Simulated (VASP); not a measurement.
# Ti4Ge (P-3m1) in VASP: notebook

Runs on Ti4Ge. Level: PBE. Tasks: single point, relaxation of cell and atoms.

Everything below comes from runs of VASP 6.6.1. Logs are shortened: lines on timing, memory, paths and dates and some standing lists are left out, and cuts for length are marked.

## (1) The cell of the first run

The structure is trigonal, space group P-3m1 (No. 164). The conventional cell has a = 2.972 Å, b = 2.972 Å, c = 11.231 Å, α = 90.00°, β = 90.00°, γ = 120.00°. Ti (site symmetry 3m) has 3 Ge at 2.77 Å and 9 Ti at 2.83 to 2.97 Å within 3.6 Å. Ti (site symmetry 3m) has 12 Ti at 2.83 to 2.97 Å within 3.7 Å. Ge (site symmetry -3m) has 6 Ti at 2.77 Å and 6 Ge at 2.97 Å within 3.6 Å.

The cell was generated, and may not be a known phase.

## (2) Single point, PBE

INCAR reads:

```
ALGO = Normal
EDIFF = 1E-7
ENCUT = 520
GGA = PE
ISIF = 2
ISMEAR = 0
LASPH = T
LCHARG = F
LREAL = F
LWAVE = F
NBANDS = 39
NELM = 80
PREC = Accurate
SIGMA = 0.1
```

KPOINTS reads:

```
k-points
0
Gamma
  6 6 2
```

POSCAR reads:

```
Ti4Ge
1.0
    2.9723723118     -0.0000000028      0.0000000000
   -1.4861861534      2.5741499329      0.0000000000
    0.0000000000      0.0000000000     11.2311809395
Ti Ge
4 1
Direct
    0.3333333333      0.6666666667      0.1932633547
    0.6666666667      0.3333333333      0.3934358000
    0.3333333333      0.6666666667      0.6065642000
    0.6666666667      0.3333333333      0.8067366453
    0.0000000000      0.0000000000      0.0000000000
```

Potentials or basis: VASP PAW PBE potentials, release 64 (Ti_sv, Ge_d).

Run with:

```bash
> cat potpaw_PBE.64/Ti_sv/POTCAR potpaw_PBE.64/Ge_d/POTCAR > POTCAR
> mpirun -np 1 vasp_std > vasp.out
```

OUTCAR:

```text
EDIFF = 1E-7
   ENCUT = 520
   GGA = PE
   ISIF = 2
   ISMEAR = 0
   LASPH = T
   LREAL = F
   NELM = 80
   PREC = Accurate

 ion  position               nearest neighbor table
   1  0.333  0.667  0.193-   5 2.77   5 2.77   5 2.77   2 2.83   2 2.83   2 2.83
   2  0.667  0.333  0.393-   1 2.83   1 2.83   1 2.83
   3  0.333  0.667  0.607-   4 2.83   4 2.83   4 2.83
   4  0.667  0.333  0.807-   5 2.77   5 2.77   5 2.77   3 2.83   3 2.83   3 2.83
   5  0.000  0.000  0.000-   1 2.77   4 2.77   1 2.77   4 2.77   4 2.77   1 2.77

  LATTYP: Found a hexagonal cell.
 ALAT       =     2.9723723118
 C/A-ratio  =     3.7785242767

  Lattice vectors:

 A1 = (   2.9723723118,  -0.0000000028,   0.0000000000)
 A2 = (  -1.4861861534,   2.5741499329,   0.0000000000)
 A3 = (   0.0000000000,   0.0000000000,  11.2311809395)

Analysis of symmetry for initial positions (statically):
=====================================================================
 Subroutine PRICEL returns:
 Original cell was already a primitive cell.

 Routine SETGRP: Setting up the symmetry group for a
 hexagonal supercell.

 Subroutine GETGRP returns: Found 12 space group operations
 (whereof 12 operations were pure point group operations)
 out of a pool of 24 trial point group operations.

The static configuration has the point symmetry D_3d.

Analysis of symmetry for dynamics (positions and initial velocities):
=====================================================================
 Subroutine PRICEL returns:
 Original cell was already a primitive cell.

 Routine SETGRP: Setting up the symmetry group for a
 hexagonal supercell.

 Subroutine GETGRP returns: Found 12 space group operations
 (whereof 12 operations were pure point group operations)
 out of a pool of 24 trial point group operations.

The dynamic configuration has the point symmetry D_3d.

 Subroutine INISYM returns: Found 12 space group operations
 (whereof 12 operations are pure point group operations),
 and found     1 'primitive' translations

----------------------------------------------------------------------------------------

                                     Primitive cell

  volume of cell :      85.9335

  direct lattice vectors                    reciprocal lattice vectors
     2.972372312 -0.000000003  0.000000000     0.336431609  0.194238880  0.000000000
    -1.486186153  2.574149933  0.000000000     0.000000000  0.388477760  0.000000000
     0.000000000  0.000000000 11.231180939     0.000000000  0.000000000  0.089037832

  length of vectors
     2.972372312  2.972372312 11.231180939     0.388477760  0.388477760  0.089037832

  position of ions in fractional coordinates (direct lattice)
     0.333333333  0.666666667  0.193263355
     0.666666667  0.333333333  0.393435800
     0.333333333  0.666666667  0.606564200
     0.666666667  0.333333333  0.806736645
     0.000000000  0.000000000  0.000000000

  ion indices of the primitive-cell ions
   primitive index   ion index
                 1           1
                 2           2
                 3           3
                 4           4
                 5           5

----------------------------------------------------------------------------------------

 KPOINTS: k-points

Automatic generation of k-mesh.
 Grid dimensions read from file:
 generate k-points for:    6    6    2

 Generating k-lattice:

  Cartesian coordinates                     Fractional coordinates (reciprocal lattice)
     0.056071935  0.032373147  0.000000000     0.166666667  0.000000000  0.000000000
     0.000000000  0.064746293  0.000000000     0.000000000  0.166666667  0.000000000
     0.000000000  0.000000000  0.044518916     0.000000000  0.000000000  0.500000000

  Length of vectors
     0.064746293  0.064746293  0.044518916

  Shift w.r.t. Gamma in fractional coordinates (k-lattice)
     0.000000000  0.000000000  0.000000000

 Subroutine IBZKPT returns following result:
 ===========================================

 Found     14 irreducible k-points:

 Following reciprocal coordinates:
            Coordinates               Weight
  0.000000  0.000000  0.000000      1.000000
  0.166667  0.000000  0.000000      6.000000
  0.333333  0.000000  0.000000      6.000000
  0.500000  0.000000  0.000000      3.000000
  0.166667  0.166667  0.000000      6.000000
  0.333333  0.166667  0.000000     12.000000
  0.333333  0.333333  0.000000      2.000000
  0.000000  0.000000  0.500000      1.000000
  0.166667  0.000000  0.500000      6.000000
  0.333333  0.000000  0.500000      6.000000
  0.500000  0.000000  0.500000      3.000000
  0.166667  0.166667  0.500000      6.000000
  0.333333  0.166667  0.500000     12.000000
  0.333333  0.333333  0.500000      2.000000
   k-points           NKPTS =     14   k-points in BZ     NKDIM =     14   number of bands    NBANDS=     39
   number of dos      NEDOS =    301   number of ions     NIONS =      5
   total plane-waves  NPLWV =  48384
   dimension x,y,z NGX =    24 NGY =   24 NGZ =   84
   dimension x,y,z NGXF=    48 NGYF=   48 NGZF=  168
   ions per type =               4   1
   NGX,Y,Z   is equivalent  to a cutoff of  13.42, 13.42, 12.43 a.u.
   NGXF,Y,Z  is equivalent  to a cutoff of  26.85, 26.85, 24.87 a.u.
 SYSTEM =  unknown system
   PREC   = accura    normal or accurate (medium, high low for compatibility)
   ISTART =      0    job   : 0-new  1-cont  2-samecut
   ICHARG =      2    charge: 1-file 2-atom 10-const
   ISPIN  =      1    spin polarized calculation?
   LNONCOLLINEAR =      F non collinear calculations
   LSORBIT =      F    spin-orbit coupling
   LASPH  =      T    aspherical Exc in radial PAW
   ENCUT  =  520.0 eV  38.22 Ry    6.18 a.u.   5.53  5.53 20.88*2*pi/ulx,y,z
   NELM   =     80;   NELMIN=  2; NELMDL= -5     # of ELM steps
   EDIFF  = 0.1E-06   stopping-criterion for ELM
   LREAL  =      F    real-space projection
   EDIFFG = 0.1E-05   stopping-criterion for IOM
   NSW    =      0    number of steps for IOM
   IBRION =     -1    ionic relax: 0-MD 1-quasi-New 2-CG
   NFREE  =      0    steps in history (QN), initial steepest desc. (CG)
   ISIF   =      2    stress and relaxation
   ISYM   =      2    0-nonsym 1-usesym 2-fastsym
   POTIM  = 0.5000    time-step for ionic-motion
   TEBEG  =    0.0;   TEEND  =   0.0 temperature during run
   PSTRESS=    0.0 pullay stress
   NELECT =      62.0000    total number of electrons
   NUPDOWN=      -1.0000    fix difference up-down
   EMIN   =  10.00;   EMAX   =-10.00  energy-range for DOS
   EFERMI =   0.00;   METHOD = LEGACY
   ISMEAR =     0;   SIGMA  =   0.10  broadening in eV -4-tet -1-fermi 0-gaus
   EFERMI_NEDOS =   21; number of points for ismear=-14 and -15
   IALGO  =     38    algorithm
   IMIX   =      4    mixing-type and parameters
     AMIX     =   0.40;   BMIX     =  1.00
     AMIX_MAG =   1.60;   BMIX_MAG =  1.00
  volume/ion in A,a.u.               =      17.19       115.98
  Fermi-wavevector in a.u.,A,eV,Ry     =   1.468310  2.774705 29.333286  2.155936
  Thomas-Fermi vector in A             =   2.583824
   LORBIT       =      0    0 simple, 1 ext, 2 COOP (PROOUT), +10 PAW based schemes
   GGA     = PE    functional components
   LHFCALC =     F    Hartree Fock is set to
   AEXX    =    0.0000 exact exchange contribution
   IVDW    =     0    specifies the selected vdW correction
   LEPSILON=     F    determine dielectric tensor
   LRPA    =     F    only Hartree local field effects (RPA)
 non-spin polarized calculation
 Gauss-broadening in eV      SIGMA  =   0.10
  energy-cutoff  :      520.00
  volume of cell :       85.93
 maximum number of plane-waves:      2357
 NGX is ok and might be reduce to    24
   NGX = 11   NGY = 11   NGZ = 41

 number of electron      61.9999997 magnetization

 Free energy of the ion-electron system (eV)
  ---------------------------------------------------
  ext. energy  EPLUGINS =         0.00000000
  ---------------------------------------------------
  free energy    TOTEN  =       -36.49603110 eV

  energy without entropy =      -36.46925884  energy(sigma->0) =      -36.48264497

 E-fermi :   8.3003     XC(G=0): -11.5901

 val. band max:        8.2877205073   @ k =   0.1667   0.0000   0.5000
 cond. band min:       8.3101560835   @ k =   0.3333   0.3333   0.0000
 fundamental gap:      0.0224355762
 Fermi energy:         8.3003030273

 k-point     1 :       0.0000    0.0000    0.0000
  band No.  band energies     occupation
      1     -48.6108      2.00000
      2     -48.5924      2.00000
      3     -48.5286      2.00000
      4     -48.4950      2.00000
      5     -25.1404      2.00000
      6     -25.0225      2.00000
[... 31 lines left out ...]
     38       9.3061      0.00000
     39      10.0867      0.00000

 k-point     2 :       0.1667    0.0000    0.0000
  band No.  band energies     occupation
      1     -48.5891      2.00000
      2     -48.5736      2.00000
      3     -48.5165      2.00000
      4     -48.4862      2.00000
      5     -25.0966      2.00000
      6     -25.0079      2.00000
[... 31 lines left out ...]
     38       9.5299      0.00000
     39       9.7287      0.00000

 k-point     3 :       0.3333    0.0000    0.0000
  band No.  band energies     occupation
      1     -48.5421      2.00000
      2     -48.5340      2.00000
      3     -48.4936      2.00000
      4     -48.4719      2.00000
      5     -25.0264      2.00000
      6     -25.0147      2.00000
[... 31 lines left out ...]
     38       9.9507      0.00000
     39      10.6838      0.00000

 k-point     4 :       0.5000    0.0000    0.0000
  band No.  band energies     occupation
      1     -48.5149      2.00000
      2     -48.5121      2.00000
      3     -48.4832      2.00000
      4     -48.4692      2.00000
      5     -25.0737      2.00000
      6     -25.0695      2.00000
[... 31 lines left out ...]
     38       9.9661      0.00000
     39      11.3272      0.00000

 k-point     5 :       0.1667    0.1667    0.0000
  band No.  band energies     occupation
      1     -48.5545      2.00000
      2     -48.5442      2.00000
      3     -48.4991      2.00000
      4     -48.4748      2.00000
      5     -25.0294      2.00000
      6     -25.0028      2.00000
[... 31 lines left out ...]
     38       9.6880      0.00000
     39      10.3104      0.00000

 k-point     6 :       0.3333    0.1667    0.0000
  band No.  band energies     occupation
      1     -48.5151      2.00000
      2     -48.5122      2.00000
      3     -48.4832      2.00000
      4     -48.4690      2.00000
      5     -25.0336      2.00000
      6     -25.0158      2.00000
[... 31 lines left out ...]
     38       9.8876      0.00000
     39      10.7404      0.00000

 k-point     7 :       0.3333    0.3333    0.0000
  band No.  band energies     occupation
      1     -48.4996      2.00000
      2     -48.4996      2.00000
      3     -48.4746      2.00000
      4     -48.4746      2.00000
      5     -24.9860      2.00000
      6     -24.9860      2.00000
[... 31 lines left out ...]
     38       9.7666      0.00000
     39      10.6994      0.00000

 k-point     8 :       0.0000    0.0000    0.5000
  band No.  band energies     occupation
      1     -48.6107      2.00000
      2     -48.5925      2.00000
      3     -48.5285      2.00000
      4     -48.4951      2.00000
      5     -25.1381      2.00000
      6     -25.0269      2.00000
[... 31 lines left out ...]
     38       9.2666      0.00000
     39      10.1068      0.00000

 k-point     9 :       0.1667    0.0000    0.5000
  band No.  band energies     occupation
      1     -48.5890      2.00000
      2     -48.5736      2.00000
      3     -48.5164      2.00000
      4     -48.4862      2.00000
      5     -25.0949      2.00000
      6     -25.0109      2.00000
[... 31 lines left out ...]
     38       9.5957      0.00000
     39       9.7782      0.00000

 k-point    10 :       0.3333    0.0000    0.5000
  band No.  band energies     occupation
      1     -48.5421      2.00000
      2     -48.5340      2.00000
      3     -48.4936      2.00000
      4     -48.4719      2.00000
      5     -25.0263      2.00000
      6     -25.0155      2.00000
[... 31 lines left out ...]
     38      10.2623      0.00000
     39      10.5265      0.00000

 k-point    11 :       0.5000    0.0000    0.5000
  band No.  band energies     occupation
      1     -48.5149      2.00000
      2     -48.5121      2.00000
      3     -48.4832      2.00000
      4     -48.4692      2.00000
      5     -25.0742      2.00000
      6     -25.0693      2.00000
[... 31 lines left out ...]
     38      10.4519      0.00000
     39      10.9709      0.00000

 k-point    12 :       0.1667    0.1667    0.5000
  band No.  band energies     occupation
      1     -48.5544      2.00000
      2     -48.5443      2.00000
      3     -48.4991      2.00000
      4     -48.4748      2.00000
      5     -25.0290      2.00000
      6     -25.0038      2.00000
[... 31 lines left out ...]
     38       9.9651      0.00000
     39      10.2016      0.00000

 k-point    13 :       0.3333    0.1667    0.5000
  band No.  band energies     occupation
      1     -48.5151      2.00000
      2     -48.5122      2.00000
      3     -48.4832      2.00000
      4     -48.4690      2.00000
      5     -25.0335      2.00000
      6     -25.0158      2.00000
[... 31 lines left out ...]
     38      10.2077      0.00000
     39      10.3061      0.00000

 k-point    14 :       0.3333    0.3333    0.5000
  band No.  band energies     occupation
      1     -48.4996      2.00000
      2     -48.4996      2.00000
      3     -48.4746      2.00000
      4     -48.4746      2.00000
      5     -24.9860      2.00000
      6     -24.9860      2.00000
[... 31 lines left out ...]
     38       9.7989      0.00000
     39      10.1972      0.00000

------------------------ aborting loop because EDIFF is reached ----------------------------------------

  FORCE on cell =-STRESS in cart. coord.  units (eV):
  Direction    XX          YY          ZZ          XY          YZ          ZX
  --------------------------------------------------------------------------------------
  -------------------------------------------------------------------------------------
  Total       -0.0735994     -0.0735994     -0.1889625     -0.0000000      0.0000000      0.0000000
  in kB       -1.3722157     -1.3722157     -3.5230891     -0.0000000      0.0000000      0.0000000
  external PRESSURE =      -2.0891735 kB  Pullay stress =       0.0000000 kB

 VOLUME and BASIS-vectors are now :
 -----------------------------------------------------------------------------
  energy-cutoff  :      520.00
  volume of cell :       85.93
      direct lattice vectors                 reciprocal lattice vectors
     2.972372312 -0.000000003  0.000000000     0.336431609  0.194238880  0.000000000
    -1.486186153  2.574149933  0.000000000     0.000000000  0.388477760  0.000000000
     0.000000000  0.000000000 11.231180939     0.000000000  0.000000000  0.089037832

 POSITION                                       TOTAL-FORCE (eV/Angst)
 -----------------------------------------------------------------------------------
      0.00000      1.71610      2.17058         0.000000     -0.000000      0.026468
      1.48619      0.85805      4.41875         0.000000     -0.000000      0.013462
      0.00000      1.71610      6.81243         0.000000      0.000000     -0.013462
      1.48619      0.85805      9.06061        -0.000000      0.000000     -0.026468
      0.00000      0.00000      0.00000         0.000000      0.000000      0.000000
 -----------------------------------------------------------------------------------
    total drift:                                0.000000     -0.000000      0.000000

  FREE ENERGIE OF THE ION-ELECTRON SYSTEM (eV)
  ---------------------------------------------------
  free  energy   TOTEN  =       -36.4960310982 eV

  energy  without entropy=      -36.4692588369  energy(sigma->0) =      -36.48264497
```

It took 43 s on 1 thread of AMD EPYC 9R45 (Zen 5), shared host; peak memory 0.19 GiB.

What came out:

```yaml
Free_energy: -36.4960 eV
Pressure: -0.2 GPa
Largest_force: 0.026 eV/Å
Band_gap_on_the_k_mesh: zero (bands 31 and 32 overlap by 1.38 eV)
```

Forces in eV/Å, atoms in the order of the input:
```
Ti   0.000  0.000  0.026
Ti   0.000  0.000  0.013
Ti   0.000  0.000 -0.013
Ti   0.000  0.000 -0.026
Ge   0.000  0.000  0.000
```

Caveat: the k points lie up to 0.41 Å⁻¹ apart, too coarse for converged energies and pressures of a metal.

## (3) Relaxation of cell and atoms, PBE

This run uses another cell than the first one, of 18.20 Å³/atom.

INCAR reads:

```
SYSTEM = Ti4Ge
  PREC = Accurate
  ENCUT = 600
  EDIFF = 1E-6
  ISMEAR = 0
  SIGMA = 0.1
  LREAL = .FALSE.
  LASPH = .TRUE.
  NELM = 100
  ALGO = Normal
  ISIF = 3
  LWAVE = .FALSE.
  LCHARG = .FALSE.
  GGA = PE
  IBRION = 2
  NSW = 90
  EDIFFG = -0.04
```

KPOINTS reads:

```
regular mesh
0
G
  6 6 2
  0 0 0
```

POSCAR reads:

```
Ti4Ge
1.0
    3.0402414100      0.0000000000      0.0000000000
   -1.5201207000      2.6329262900      0.0000000000
    0.0000000000      0.0000000000     11.3678504500
Ti Ge
4 1
Direct
    0.3333333300      0.6666666700      0.1896649800
    0.6666666700      0.3333333300      0.3965549900
    0.3333333300      0.6666666700      0.6034450100
    0.6666666700      0.3333333300      0.8103350200
    0.0000000000      0.0000000000      0.0000000000
```

Potentials or basis: VASP PAW PBE potentials, release 64 (Ti_sv, Ge_d).

Run with:

```bash
> cat potpaw_PBE.64/Ti_sv/POTCAR potpaw_PBE.64/Ge_d/POTCAR > POTCAR
> mpirun -np 1 vasp_std > vasp.out
```

It took 3 min on 1 thread of AMD EPYC 9R45 (Zen 5), shared host; peak memory 0.22 GiB.

It converged, with:

```
Free energy                           : -36.4975 eV
Relaxed volume                        : 17.17 Å³/atom
Relaxed cell                          : a = 2.970 Å, b = 2.970 Å, c = 11.235 Å, α = 90.00°, β = 90.00°, γ = 120.00°
Space group after relaxing (to 0.1 Å) : P-3m1 (No. 164)
Energy gained by relaxing             : 27.0 meV/atom
Ionic steps                           : 6
Pressure after relaxing               : -0.1 GPa
Largest force after relaxing          : 0.020 eV/Å
Band gap on the k mesh                : zero (bands 31 and 32 overlap by 1.38 eV)
```

Forces on the atoms (eV/Å):
```
Ti   0.000  0.000  0.020
Ti   0.000  0.000 -0.008
Ti   0.000  0.000  0.008
Ti   0.000  0.000 -0.020
Ge   0.000  0.000  0.000
```

Stress tensor (GPa, compression positive):
```
-0.01  0.00  0.00
 0.00 -0.01  0.00
 0.00  0.00 -0.34
```

The path:
| step | energy change (eV) | largest force (eV/Å) | pressure (GPa) | volume (Å³) |
| --- | --- | --- | --- | --- |
| 1 | 0.0000 | 0.3916 | -5.93 | 91.00 |
| 2 | -0.0758 | 0.2966 | 4.91 | 82.41 |
| 3 | -0.1174 | 0.3422 | 0.41 | 85.46 |
| 4 | -0.1315 | 0.1639 | 0.25 | 85.54 |
| 5 | -0.1344 | 0.0379 | 0.18 | 85.59 |
| 6 | -0.1352 | 0.0195 | -0.12 | 85.84 |

Final structure:
```
Ti Ge
1.0
     2.97030    0.00000    0.00000
    -1.48515    2.57236    0.00000
     0.00000    0.00000   11.23489
Ti Ge
4 1
Direct
  0.33333 0.66667 0.19342
  0.66667 0.33333 0.39379
  0.33333 0.66667 0.60621
  0.66667 0.33333 0.80658
  0.00000 0.00000 0.00000
```

Levels at points of the mesh, in eV from the Fermi level:
```csv
k point,band 29,band 30,band 31,band 32,band 33,band 34
"(0.00, 0.00, 0.00)",0.50,0.62,0.62,0.64,0.64,0.72
"(0.50, 0.00, 0.00)",-1.00,-0.83,-0.77,0.43,0.75,0.97
"(0.00, 0.00, 0.50)",0.51,0.58,0.58,0.64,0.64,0.78
"(0.50, 0.00, 0.50)",-1.05,-0.75,-0.40,0.59,0.72,0.73
```

Caveat: the k points lie up to 0.41 Å⁻¹ apart in the final cell, too coarse for converged energies and pressures of a metal.

[end of part 1 of 2]

The gap in the log of VASP goes by the Fermi energy; the results here count the filled bands.